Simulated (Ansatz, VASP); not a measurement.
**Pt3PbC in VASP and in Ansatz**

```
Pt Pb C
1.0
     4.38635    0.00000    0.00000
     0.00000    4.38635    0.00000
     0.00000    0.00000    4.38635
Pt Pb C
3 1 1
Direct
  0.00000 0.50000 0.50000
  0.50000 0.50000 0.00000
  0.50000 0.00000 0.50000
  0.00000 0.00000 0.00000
  0.50000 0.50000 0.50000
```

Alike in both runs: task single point; functional r2SCAN; k mesh 5 × 5 × 5; occupations gaussian, width 0.15 eV; no spin polarisation.

|  | VASP | Ansatz |
| --- | --- | --- |
| version | VASP 6.6.1 | Ansatz 0.2.0 |
| potentials or method | VASP PAW PBE potentials, release 64 (Pt, Pb_d, C) | plane waves, norm-conserving potentials |
| plane-wave cutoff (eV) | 520 | 1200 |
| valence electrons in the cell | 48 | 72 |

Ansatz gave:

- pressure (GPa): -7.7

Q: What did VASP give for the same quantities?

A: Pressure (GPa): -7.4.

VASP's potentials were made for PBE, not for r2SCAN. The functional is the same, so the differences come from potentials, cutoffs and numerics. VASP's potentials hold 48 valence electrons a cell and Ansatz's 72, so a difference there can come from the potentials and not from the codes.

Neither program's run includes spin-orbit coupling.
